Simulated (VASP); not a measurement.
# Sb (Pm-3m) in VASP: notebook

Sb is run at these levels: PBEsol; tasks: single point.

Program: VASP 6.6.1. These are calculated values, not measurements. Logs are shortened: lines on timing, memory, paths and dates and some standing lists are left out, and cuts for length are marked.

## (1) The cell of the first run

The structure is cubic, space group Pm-3m (No. 221). The conventional cell has a = 3.051 Å, b = 3.051 Å, c = 3.051 Å, α = 90.00°, β = 90.00°, γ = 90.00°. Sb (site symmetry m-3m) has 6 Sb at 3.05 Å within 4.0 Å.

## (2) Single point, PBEsol

File INCAR:

```
SYSTEM = Sb
ALGO = Normal
EDIFF = 1E-6
ENCUT = 520
GGA = PS
ISIF = 2
ISMEAR = 1
LASPH = .True.
LCHARG = .True.
LELF = .True.
LREAL = .False.
LVHAR = .True.
LWAVE = .False.
NBANDS = 8
NELM = 100
PREC = Accurate
SIGMA = 0.1
```

File KPOINTS:

```
k-points
0
Gamma
  14 14 14
  0 0 0
```

File POSCAR:

```
Sb
1.0
    3.0512656787      0.0000000000      0.0000000000
    0.0000000000      3.0512656787      0.0000000000
    0.0000000000      0.0000000000      3.0512656787
Sb
1
Direct
    0.0000000000      0.0000000000      0.0000000000
```

Potentials or basis: VASP PAW PBE potentials, release 64 (Sb).

Command:

```
cat potpaw_PBE.64/Sb/POTCAR > POTCAR
mpirun -np 1 vasp_std > vasp.out
```

OUTCAR:

```text
SYSTEM = Sb
   EDIFF = 1E-6
   ENCUT = 520
   GGA = PS
   ISIF = 2
   ISMEAR = 1
   LASPH = .True.
   LREAL = .False.
   NELM = 100
   PREC = Accurate

 ion  position               nearest neighbor table
   1  0.000  0.000  0.000-

  LATTYP: Found a simple cubic cell.
 ALAT       =     3.0512656787

  Lattice vectors:

 A1 = (   3.0512656787,   0.0000000000,   0.0000000000)
 A2 = (   0.0000000000,   3.0512656787,   0.0000000000)
 A3 = (   0.0000000000,   0.0000000000,   3.0512656787)

Analysis of symmetry for initial positions (statically):
=====================================================================
 Subroutine PRICEL returns:
 Original cell was already a primitive cell.

 Routine SETGRP: Setting up the symmetry group for a
 simple cubic supercell.

 Subroutine GETGRP returns: Found 48 space group operations
 (whereof 48 operations were pure point group operations)
 out of a pool of 48 trial point group operations.

The static configuration has the point symmetry O_h .

Analysis of symmetry for dynamics (positions and initial velocities):
=====================================================================
 Subroutine PRICEL returns:
 Original cell was already a primitive cell.

 Routine SETGRP: Setting up the symmetry group for a
 simple cubic supercell.

 Subroutine GETGRP returns: Found 48 space group operations
 (whereof 48 operations were pure point group operations)
 out of a pool of 48 trial point group operations.

The dynamic configuration has the point symmetry O_h .

 Subroutine INISYM returns: Found 48 space group operations
 (whereof 48 operations are pure point group operations),
 and found     1 'primitive' translations

----------------------------------------------------------------------------------------

                                     Primitive cell

  volume of cell :      28.4080

  direct lattice vectors                    reciprocal lattice vectors
     3.051265679  0.000000000  0.000000000     0.327732851  0.000000000  0.000000000
     0.000000000  3.051265679  0.000000000     0.000000000  0.327732851  0.000000000
     0.000000000  0.000000000  3.051265679     0.000000000  0.000000000  0.327732851

  length of vectors
     3.051265679  3.051265679  3.051265679     0.327732851  0.327732851  0.327732851

  position of ions in fractional coordinates (direct lattice)
     0.000000000  0.000000000  0.000000000

  ion indices of the primitive-cell ions
   primitive index   ion index
                 1           1

----------------------------------------------------------------------------------------

 KPOINTS: k-points

Automatic generation of k-mesh.
 Grid dimensions read from file:
 generate k-points for:   14   14   14

 Generating k-lattice:

  Cartesian coordinates                     Fractional coordinates (reciprocal lattice)
     0.023409489  0.000000000  0.000000000     0.071428571  0.000000000  0.000000000
     0.000000000  0.023409489  0.000000000     0.000000000  0.071428571  0.000000000
     0.000000000  0.000000000  0.023409489     0.000000000  0.000000000  0.071428571

  Length of vectors
     0.023409489  0.023409489  0.023409489

  Shift w.r.t. Gamma in fractional coordinates (k-lattice)
     0.000000000  0.000000000  0.000000000

 Subroutine IBZKPT returns following result:
 ===========================================

 Found    120 irreducible k-points:

 Following reciprocal coordinates:
            Coordinates               Weight
  0.000000  0.000000  0.000000      1.000000
  0.071429  0.000000  0.000000      6.000000
  0.142857  0.000000  0.000000      6.000000
  0.214286  0.000000  0.000000      6.000000
  0.285714  0.000000  0.000000      6.000000
  0.357143  0.000000  0.000000      6.000000
[... 16 lines left out ...]
  0.285714  0.214286  0.000000     24.000000
  0.357143  0.214286  0.000000     24.000000
 [... further k-points ...]
   k-points           NKPTS =    120   k-points in BZ     NKDIM =    120   number of bands    NBANDS=      8
   number of dos      NEDOS =    301   number of ions     NIONS =      1
   total plane-waves  NPLWV =  13824
   dimension x,y,z NGX =    24 NGY =   24 NGZ =   24
   dimension x,y,z NGXF=    48 NGYF=   48 NGZF=   48
   ions per type =               1
   NGX,Y,Z   is equivalent  to a cutoff of  13.08, 13.08, 13.08 a.u.
   NGXF,Y,Z  is equivalent  to a cutoff of  26.15, 26.15, 26.15 a.u.
 SYSTEM =  Sb
   PREC   = accura    normal or accurate (medium, high low for compatibility)
   ISTART =      0    job   : 0-new  1-cont  2-samecut
   ICHARG =      2    charge: 1-file 2-atom 10-const
   ISPIN  =      1    spin polarized calculation?
   LNONCOLLINEAR =      F non collinear calculations
   LSORBIT =      F    spin-orbit coupling
   LASPH  =      T    aspherical Exc in radial PAW
   ENCUT  =  520.0 eV  38.22 Ry    6.18 a.u.   5.67  5.67  5.67*2*pi/ulx,y,z
   NELM   =    100;   NELMIN=  2; NELMDL= -5     # of ELM steps
   EDIFF  = 0.1E-05   stopping-criterion for ELM
   LREAL  =      F    real-space projection
   EDIFFG = 0.1E-04   stopping-criterion for IOM
   NSW    =      0    number of steps for IOM
   IBRION =     -1    ionic relax: 0-MD 1-quasi-New 2-CG
   NFREE  =      0    steps in history (QN), initial steepest desc. (CG)
   ISIF   =      2    stress and relaxation
   ISYM   =      2    0-nonsym 1-usesym 2-fastsym
   POTIM  = 0.5000    time-step for ionic-motion
   TEBEG  =    0.0;   TEEND  =   0.0 temperature during run
   PSTRESS=    0.0 pullay stress
   NELECT =       5.0000    total number of electrons
   NUPDOWN=      -1.0000    fix difference up-down
   EMIN   =  10.00;   EMAX   =-10.00  energy-range for DOS
   EFERMI =   0.00;   METHOD = LEGACY
   ISMEAR =     1;   SIGMA  =   0.10  broadening in eV -4-tet -1-fermi 0-gaus
   EFERMI_NEDOS =   21; number of points for ismear=-14 and -15
   IALGO  =     38    algorithm
   IMIX   =      4    mixing-type and parameters
     AMIX     =   0.40;   BMIX     =  1.00
     AMIX_MAG =   1.60;   BMIX_MAG =  1.00
  volume/ion in A,a.u.               =      28.41       191.71
  Fermi-wavevector in a.u.,A,eV,Ry     =   0.917455  1.733739 11.452348  0.841724
  Thomas-Fermi vector in A             =   2.042426
   LORBIT       =      0    0 simple, 1 ext, 2 COOP (PROOUT), +10 PAW based schemes
   GGA     = PS    functional components
[... 42 lines left out ...]
  band No.  band energies     occupation
      1      -5.0939      2.00000
      2       9.9964      0.00000
      3      11.0785      0.00000
      4      11.0785      0.00000
      5      14.6774      0.00000
      6      15.2270      0.00000
      7      16.6108      0.00000
      8      24.9147      0.00000

 k-point     3 :       0.1429    0.0000    0.0000
  band No.  band energies     occupation
      1      -4.8619      2.00000
      2       8.2009     -0.00000
      3      11.3074      0.00000
      4      11.3074      0.00000
      5      14.8575      0.00000
      6      15.6921      0.00000
      7      18.4130      0.00000
      8      23.7040      0.00000

 k-point     4 :       0.2143    0.0000    0.0000
  band No.  band energies     occupation
      1      -4.4828      2.00000
      2       6.3665      2.00000
      3      11.6688      0.00000
      4      11.6688      0.00000
      5      15.1548      0.00000
      6      16.0711      0.00000
      7      20.5836      0.00000
      8      22.4444      0.00000

 k-point     5 :       0.2857    0.0000    0.0000
  band No.  band energies     occupation
      1      -3.9740      2.00000
      2       4.6676      2.00000
      3      12.1263      0.00000
      4      12.1263      0.00000
      5      15.5613      0.00000
      6      16.5420      0.00000
      7      21.2529      0.00000
      8      21.2529      0.00000

 k-point     6 :       0.3571    0.0000    0.0000
  band No.  band energies     occupation
      1      -3.3804      2.00000
      2       3.2008      2.00000
      3      12.6134      0.00000
      4      12.6134      0.00000
      5      16.0548      0.00000
      6      17.1295      0.00000
      7      20.2267      0.00000
      8      20.2267      0.00000

 k-point     7 :       0.4286    0.0000    0.0000
  band No.  band energies     occupation
      1      -2.8210      2.00000
      2       2.1095      2.00000
      3      13.0153      0.00000
      4      13.0153      0.00000
      5      16.5594      0.00000
      6      17.8063      0.00000
      7      19.4962      0.00000
      8      19.4964      0.00000

 k-point     8 :       0.5000    0.0000    0.0000
  band No.  band energies     occupation
      1      -2.5634      2.00000
      2       1.6734      2.00000
      3      13.1776      0.00000
      4      13.1776      0.00000
      5      16.8211      0.00000
      6      18.2665      0.00000
      7      19.1130      0.00000
      8      19.2236      0.00000

 k-point     9 :       0.0714    0.0714    0.0000
  band No.  band energies     occupation
      1      -5.0160      2.00000
      2       9.9971      0.00000
      3      10.1532      0.00000
      4      11.1567      0.00000
      5      14.9858      0.00000
      6      15.8270      0.00000
      7      16.9198      0.00000
      8      23.9812      0.00000

 k-point    10 :       0.1429    0.0714    0.0000
  band No.  band energies     occupation
      1      -4.7839      2.00000
      2       8.2737     -0.00000
      3      10.3095      0.00000
      4      11.3858      0.00000
      5      15.2176      0.00000
      6      16.4509      0.00000
      7      18.4814      0.00000
      8      22.5809      0.00000
[... 78 lines left out ...]
 k-point    18 :       0.2857    0.1429    0.0000
  band No.  band energies     occupation
      1      -3.6630      2.00000
      2       4.9636      2.00000
      3       9.3587     -0.00000
      4      12.4381      0.00000
      5      16.1991      0.00000
      6      17.5438      0.00000
      7      19.5811      0.00000
      8      21.4749      0.00000

 k-point    19 :       0.3571    0.1429    0.0000
  band No.  band energies     occupation
      1      -3.0683      2.00000
      2       3.4974      2.00000
      3       9.8870      0.00000
      4      12.9280      0.00000
      5      16.1858      0.00000
      6      17.0127      0.00000
      7      19.8006      0.00000
      8      20.4543      0.00000

 k-point    20 :       0.4286    0.1429    0.0000
  band No.  band energies     occupation
      1      -2.5071      2.00000
      2       2.4048      2.00000
      3      10.3550      0.00000
      4      13.3329      0.00000
      5      15.4520      0.00000
      6      17.5316      0.00000
      7      19.4596      0.00000
      8      19.7258      0.00000

 k-point    21 :       0.5000    0.1429    0.0000
  band No.  band energies     occupation
      1      -2.2483      2.00000
      2       1.9676      2.00000
      3      10.5568      0.00000
      4      13.4966      0.00000
      5      15.1332      0.00000
      6      17.9481      0.00000
      7      19.0128      0.00000
      8      19.4533      0.00000

 k-point    22 :       0.2143    0.2143    0.0000
  band No.  band energies     occupation
      1      -3.7924      2.00000
      2       6.8114      2.00000
      3       7.2672      2.00026
      4      12.3430      0.00000
      5      16.0677      0.00000
      6      17.5500      0.00000
      7      20.6064      0.00000
      8      21.7456      0.00000

 k-point    23 :       0.2857    0.2143    0.0000
  band No.  band energies     occupation
      1      -3.2820      2.00000
      2       5.3101      2.00000
      3       7.5442      1.28768
      4      12.8051      0.00000
      5      15.7832      0.00000
      6      16.8676      0.00000
      7      21.2731      0.00000
      8      21.7431      0.00000

 k-point    24 :       0.3571    0.2143    0.0000
  band No.  band energies     occupation
      1      -2.6853      2.00000
      2       3.8508      2.00000
      3       8.0655     -0.00000
      4      13.2979      0.00000
      5      14.6839      0.00000
      6      17.2961      0.00000
      7      20.7312      0.00000
      8      20.8597      0.00000

 [... further k-points ...]

------------------------ aborting loop because EDIFF is reached ----------------------------------------

  FORCE on cell =-STRESS in cart. coord.  units (eV):
  Direction    XX          YY          ZZ          XY          YZ          ZX
  --------------------------------------------------------------------------------------
  -------------------------------------------------------------------------------------
  Total        0.1318101      0.1318101      0.1318101     -0.0000000     -0.0000000      0.0000000
  in kB        7.4339437      7.4339437      7.4339437     -0.0000000     -0.0000000      0.0000000
  external PRESSURE =       7.4339437 kB  Pullay stress =       0.0000000 kB

 VOLUME and BASIS-vectors are now :
 -----------------------------------------------------------------------------
  energy-cutoff  :      520.00
  volume of cell :       28.41
      direct lattice vectors                 reciprocal lattice vectors
     3.051265679  0.000000000  0.000000000     0.327732851  0.000000000  0.000000000
     0.000000000  3.051265679  0.000000000     0.000000000  0.327732851  0.000000000
     0.000000000  0.000000000  3.051265679     0.000000000  0.000000000  0.327732851

 POSITION                                       TOTAL-FORCE (eV/Angst)
 -----------------------------------------------------------------------------------
      0.00000      0.00000      0.00000         0.000000      0.000000      0.000000
 -----------------------------------------------------------------------------------
    total drift:                               -0.000000      0.000000      0.000000

  FREE ENERGIE OF THE ION-ELECTRON SYSTEM (eV)
  ---------------------------------------------------
  free  energy   TOTEN  =        -4.5346683886 eV

  energy  without entropy=       -4.5342828289  energy(sigma->0) =       -4.53453987
```

Wall time 16 s (1 thread of Intel Xeon 8259CL, shared host); peak memory 0.15 GiB.

What came out:

| Property | Result |
| --- | --- |
| Free energy | -4.5347 eV |
| Pressure | 0.7 GPa |

Caveat: the PAW data sets were made with another functional, which shifts forces and pressure a little; spin-orbit coupling is left out, which moves the levels of the heavy elements.

## (3) Single point, PBEsol

This run uses another cell than the first one, of 28.69 Å³/atom, 1.010 times its volume.

File INCAR:

```
SYSTEM = Sb
PREC     = Accurate       ! precision mode
ENCUT    = 520            ! plane-wave cutoff, eV
EDIFF    = 1E-6           ! SCF threshold, eV
ISMEAR   = 1              ! smearing method
SIGMA    = 0.1            ! smearing width, eV
LREAL    = .FALSE.        ! projectors in reciprocal space
LASPH    = .TRUE.         ! aspherical terms in the spheres
NELM     = 100            ! most SCF steps
ALGO     = Normal         ! electronic algorithm
ISIF     = 2              ! what is computed and relaxed
LWAVE    = .FALSE.        ! write WAVECAR
LCHARG   = .FALSE.        ! write CHGCAR
GGA      = PS             ! functional
NBANDS   = 8              ! bands
```

File KPOINTS:

```
regular mesh
0
G
  14 14 14
  0 0 0
```

File POSCAR:

```
Sb
1.0
    3.0615049020      0.0000000000      0.0000000000
    0.0000000000      3.0615049020      0.0000000000
    0.0000000000      0.0000000000      3.0615049020
Sb
1
Direct
    0.0000000000      0.0000000000      0.0000000000
```

Potentials or basis: VASP PAW PBE potentials, release 64 (Sb).

Command:

```
cat potpaw_PBE.64/Sb/POTCAR > POTCAR
mpirun -np 1 vasp_std > vasp.out
```

It took 16 s on 1 thread of Intel Xeon 8259CL, shared host; peak memory 0.15 GiB.

It converged, with:

```yaml
Free_energy: -4.5354 eV
Pressure: 0.1 GPa
```

Levels at points of the mesh, in eV from the Fermi level:
| k point | band 1 | band 2 | band 3 | band 4 | band 5 | band 6 | band 7 | band 8 |
| --- | --- | --- | --- | --- | --- | --- | --- | --- |
| (0.00, 0.00, 0.00) | -12.65 | 3.42 | 3.42 | 3.42 | 7.05 | 7.05 | 8.43 | 18.01 |
| (0.50, 0.00, 0.00) | -10.08 | -5.81 | 5.56 | 5.56 | 9.23 | 10.68 | 11.55 | 11.63 |
| (0.50, 0.50, 0.00) | -7.34 | -3.66 | -3.66 | 2.03 | 7.76 | 13.27 | 13.42 | 13.42 |
| (0.50, 0.50, 0.50) | -4.26 | -1.63 | -1.63 | -1.63 | 4.81 | 4.81 | 4.81 | 6.79 |

Caveat: the PAW data sets were made with another functional, which shifts forces and pressure a little; spin-orbit coupling is left out, which moves the levels of the heavy elements.

## (4) Single point, PBEsol

This run uses another cell than the first one, of 28.69 Å³/atom, 1.010 times its volume.

File INCAR:

```
PREC = Accurate
ENCUT = 520
EDIFF = 1E-7
ISMEAR = 1
SIGMA = 0.1
LREAL = F
LASPH = T
NELM = 80
ALGO = Normal
ISIF = 2
LWAVE = F
LCHARG = F
GGA = PS
NBANDS = 8
```

File KPOINTS:

```
Automatic mesh
0
Gamma
  14 14 14
```

POSCAR is that of step 3.

Command:

```
cat potpaw_PBE.64/Sb/POTCAR > POTCAR
mpirun -np 1 vasp_std > vasp.out
```

Run time: 17 s. Hardware: 1 thread of Intel Xeon 8259CL, shared host; peak memory 0.15 GiB.

It converged, with:

| Property | Result |
| --- | --- |
| Free energy | -4.5354 eV |
| Pressure | 0.1 GPa |

Levels at points of the mesh, in eV from the Fermi level:
```csv
k point,band 1,band 2,band 3,band 4,band 5,band 6
"(0.00, 0.00, 0.00)",-12.65,3.42,3.42,3.42,7.05,7.05
"(0.50, 0.00, 0.00)",-10.08,-5.81,5.56,5.56,9.23,10.68
"(0.50, 0.50, 0.00)",-7.34,-3.66,-3.66,2.03,7.76,13.27
"(0.50, 0.50, 0.50)",-4.26,-1.63,-1.63,-1.63,4.81,4.81
```

Caveat: the PAW data sets were made with another functional, which shifts forces and pressure a little; spin-orbit coupling is left out, which moves the levels of the heavy elements.

## (5) Single point, PBEsol

This run uses another cell than the first one, of 28.98 Å³/atom, 1.020 times its volume.

File INCAR:

```
SYSTEM = Sb
PREC = Accurate ; ENCUT = 520
EDIFF = 1E-6 ; ISMEAR = 1
SIGMA = 0.1 ; LREAL = .False.
LASPH = .True. ; NELM = 80
ALGO = Normal ; ISIF = 2
LWAVE = .False. ; LCHARG = .False.
GGA = PS ; NBANDS = 8
```

File KPOINTS:

```
regular mesh
0
Gamma
  14 14 14
  0 0 0
```

File POSCAR:

```
Sb
1.0
    3.0716760893      0.0000000000      0.0000000000
    0.0000000000      3.0716760893      0.0000000000
    0.0000000000      0.0000000000      3.0716760893
Sb
1
Direct
    0.0000000000      0.0000000000      0.0000000000
```

Command:

```
cat potpaw_PBE.64/Sb/POTCAR > POTCAR
mpirun -np 1 vasp_std > vasp.out
```

Run time: 18 s. Hardware: 1 thread of Intel Xeon 8259CL, shared host; peak memory 0.15 GiB.

The run converged. Its results:

* Free energy: -4.5350 eV
* Pressure: -0.5 GPa

Levels at points of the mesh, in eV from the Fermi level:
```csv
k point,band 1,band 2,band 3,band 4,band 5,band 6
"(0.00, 0.00, 0.00)",-12.57,3.39,3.39,3.39,7.04,7.04
"(0.50, 0.00, 0.00)",-10.04,-5.74,5.50,5.50,9.20,10.66
"(0.50, 0.50, 0.00)",-7.34,-3.61,-3.61,2.07,7.66,13.19
"(0.50, 0.50, 0.50)",-4.32,-1.61,-1.61,-1.61,4.83,4.83
```

Caveat: the PAW data sets were made with another functional, which shifts forces and pressure a little; spin-orbit coupling is left out, which moves the levels of the heavy elements.

## (6) Overview

| cell | gap on the mesh (eV) | pressure (GPa) |
| --- | --- | --- |
| a = 3.051 Å, 1 atom | none | 0.7 |
| a = 3.062 Å, 1 atom | none | 0.1 |
| a = 3.072 Å, 1 atom | none | -0.5 |

Alike in all rows: task single point; level PBEsol; potentials or basis VASP PAW PBE potentials, release 64 (Sb); no spin polarisation; k mesh 14 × 14 × 14; cutoff (eV) 520; smearing methfessel-paxton 0.1 eV.

Caveats: the PAW data sets were made with another functional, which shifts forces and pressure a little; spin-orbit coupling is left out, which moves the levels of the heavy elements.

Absolute energies hang on the potentials; compare differences alone.
